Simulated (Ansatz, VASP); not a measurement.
**Bi: VASP beside Ansatz**

File INCAR:

```
ALGO = Normal ; EDIFF = 1E-6
ENCUT = 520 ; GGA = PE
ISIF = 2 ; ISMEAR = -1
LASPH = True ; LCHARG = True
LELF = True ; LREAL = False
LVHAR = True ; LWAVE = False
NBANDS = 14 ; NELM = 100
PREC = Accurate ; SIGMA = 0.1
```

The input KPOINTS:

```
k-points
0
Gamma
  16 16 16
```

POSCAR

```
Bi
1.0
    3.3625690176      0.0000000000      0.0000000000
    0.0000000000      3.3625690176      0.0000000000
    0.0000000000      0.0000000000      3.3625690176
Bi
1
Direct
    0.0000000000      0.0000000000      0.0000000000
```

Input for Ansatz:

```yaml
crystal:
  lattice:
    - [3.3625690176, 0.0, 0.0]
    - [0.0, 3.3625690176, 0.0]
    - [0.0, 0.0, 3.3625690176]
  atoms:
    - { symbol: Bi, position: [0.0, 0.0, 0.0] }
hamiltonian:
  xc: pbe
  pseudopotentials:
    kind: paw
    azcp:
      Bi: "pseudopotentials/Bi.paw.azcp"
basis:
  ecutwfc: 420
  fft_grid_basis: typed
kpoints:
  mp_grid: { grid: [16, 16, 16], shift: [0, 0, 0] }
magnetization:
  spin_polarized: false
scf:
  occupations: { method: fermi_dirac, width: 0.1 }
output:
  stress: true
```

Alike in both runs: task single point; functional PBE; k mesh 16 × 16 × 16; occupations fermi-dirac, width 0.1 eV; no spin polarisation.

|  | VASP | Ansatz |
| --- | --- | --- |
| version | VASP 6.6.1 | Ansatz 0.2.0 |
| potentials or method | VASP PAW PBE potentials, release 64 (Bi_d), cutoff 520 eV | plane waves (420 eV) with PAW, scalar-relativistic |
| valence electrons in the cell | 15 | 15 |

```tsv
	VASP	Ansatz	Ansatz less VASP
pressure (GPa)	-3.0	-3.0	+0.03
```

With one functional, cell and mesh, what is left measures potentials, basis and numerics.

Spin-orbit coupling is off throughout.
